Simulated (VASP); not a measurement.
Here is a VASP 6.6.1 calculation.

INCAR

```
SYSTEM = PbS
PREC = Accurate
ENCUT = 520
EDIFF = 1E-6
ISMEAR = -1
SIGMA = 0.05
LREAL = .FALSE.
LASPH = .TRUE.
NELM = 150
ALGO = Normal
ISIF = 2
LWAVE = .FALSE.
LCHARG = .FALSE.
MAGMOM = 0 0 0 0 0 0
LORBIT = 11
LSORBIT = .TRUE.
GGA_COMPAT = .FALSE.
LORBMOM = .TRUE.
GGA = PE
NBANDS = 32
```

Contents of KPOINTS:

```
regular mesh
0
G
  6 6 6
  0 0 0
```

File POSCAR:

```
PbS
1.0
    0.0000000000      2.9657500000      2.9657500000
    2.9657500000      0.0000000000      2.9657500000
    2.9657500000      2.9657500000      0.0000000000
Pb S
1 1
Direct
    0.0000000000      0.0000000000      0.0000000000
    0.5000000000      0.5000000000      0.5000000000
```

Potentials or basis: VASP PAW PBE potentials, release 64 (Pb_d, S).

Command:

```sh
$ cat potpaw_PBE.64/Pb_d/POTCAR potpaw_PBE.64/S/POTCAR > POTCAR
$ mpirun -np 1 vasp_ncl > vasp.out
```

Q: Predict the pressure.

A: 1.7 GPa.

Q: Estimate the net moment.

A: 0.00 μB per cell.

Moments on the atoms (μB; x, y, z):
```
Pb  0.00 0.00 0.00
S   0.00 0.00 0.00
```
